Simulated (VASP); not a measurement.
Wanted: the native input for a VASP 6.6.1 run.

```
Task                   : single point
Functional             : LDA
Potentials or basis    : VASP PAW LDA potentials, release 64 (Be)
Cutoff                 : 520 eV
k mesh                 : 30 × 30 × 18
Occupations            : gaussian, width 0.15 eV
Spin                   : no spin polarisation
Dipole correction      : no
Further INCAR settings : ALGO = Normal; EDIFF = 1e-07; NBANDS = 9
```

The structure of Be lies in POSCAR:

```
Be
1.0
    2.1149041440      0.0000000000      0.0000000000
   -1.0574520720      1.8315607153      0.0000000000
    0.0000000000      0.0000000000      3.5165759776
Be
2
Direct
    0.3333333333      0.6666666667      0.2500000000
    0.6666666667      0.3333333333      0.7500000000
```

This cell differs from its parent crystal: strain -0.050 along x and y, +0.000 along z.

These files were run (other wordings do the same):

INCAR

```
SYSTEM = Be
  ALGO = Normal
  EDIFF = 1E-7
  ENCUT = 520
  ISIF = 2
  ISMEAR = 0
  LASPH = .True.
  LCHARG = .False.
  LREAL = .False.
  LWAVE = .False.
  NBANDS = 9
  NELM = 80
  PREC = Accurate
  SIGMA = 0.15
```

KPOINTS

```
k-points
0
Gamma
  30 30 18
  0 0 0
```

Potentials or basis: VASP PAW LDA potentials, release 64 (Be).

Run with:

```bash
$ cat potpaw_LDA.64/Be/POTCAR > POTCAR
$ mpirun -np 1 vasp_std > vasp.out
```

It gave:

| Property | Result |
| --- | --- |
| Pressure | 16.4 GPa |
| Band gap on the k mesh | zero (band 2 reaches 9.04 eV, above the bottom of band 3 at 7.09 eV) |

Caveat: the cell differs from its parent crystal (strain -0.050 along x and y, +0.000 along z).

Run time: 32 s on 1 thread of AMD EPYC 9R45 96-Core Processor (Zen 5), with other jobs on the host, peak memory 0.16 GiB.
